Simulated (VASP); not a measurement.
TaN: single point with PBEsol

The system is TaN.

```
CELL_PARAMETERS angstrom
2.97263 0.00000 0.00179
-1.48632 2.57437 0.00000
1.48791 0.85905 2.68017
ATOMIC_POSITIONS crystal
Ta 0.00000 0.00000 0.00000
N 0.00000 0.50000 0.50000
```

```json
{
  "Program": "VASP 6.6.1",
  "Task": "single point",
  "Functional": "PBEsol",
  "Potentials or basis": "VASP PAW PBE potentials, release 64 (Ta_pv, N)",
  "Cutoff": "520 eV",
  "k mesh": "12 × 12 × 13",
  "Occupations": "gaussian, width 0.1 eV",
  "Spin": "no spin polarisation",
  "Dipole correction": "no",
  "Further INCAR settings": "ALGO = Normal; EDIFF = 1e-06; NBANDS = 15; ISYM = 0"
}
```

* Pressure: 9.6 GPa
* Band gap on the k mesh: zero (bands 8 and 9 overlap by 3.15 eV)

Stress tensor (GPa, compression positive):
```
13.86  0.15  0.01
 0.15 13.68  0.01
 0.01  0.01  1.28
```

Levels at points of the mesh, in eV from the Fermi level:
| k point | band 4 | band 5 | band 6 | band 7 | band 8 | band 9 | band 10 | band 11 | band 12 | band 13 |
| --- | --- | --- | --- | --- | --- | --- | --- | --- | --- | --- |
| (0.00, 0.00, 0.00) | -18.98 | -4.14 | -3.50 | -3.50 | -3.28 | -1.70 | -1.70 | 0.31 | 0.32 | 2.23 |
| (0.50, 0.00, 0.00) | -17.64 | -6.61 | -5.67 | -4.79 | -4.27 | 2.14 | 3.47 | 4.14 | 4.87 | 7.72 |
| (0.00, 0.50, 0.00) | -15.59 | -10.54 | -8.37 | -7.35 | 0.57 | 3.14 | 3.35 | 4.00 | 7.98 | 8.34 |
| (0.50, 0.50, 0.00) | -15.59 | -10.54 | -8.37 | -7.35 | 0.57 | 3.14 | 3.35 | 4.00 | 7.98 | 8.34 |

Wall time 4.5 min on 1 thread of AMD EPYC 7R13 (shared host), peak memory 0.36 GiB.

Caveat: the cell stands under pressure; the PAW data sets were made with another functional, which shifts forces and pressure a little; spin-orbit coupling is left out, which moves the levels of the heavy elements.
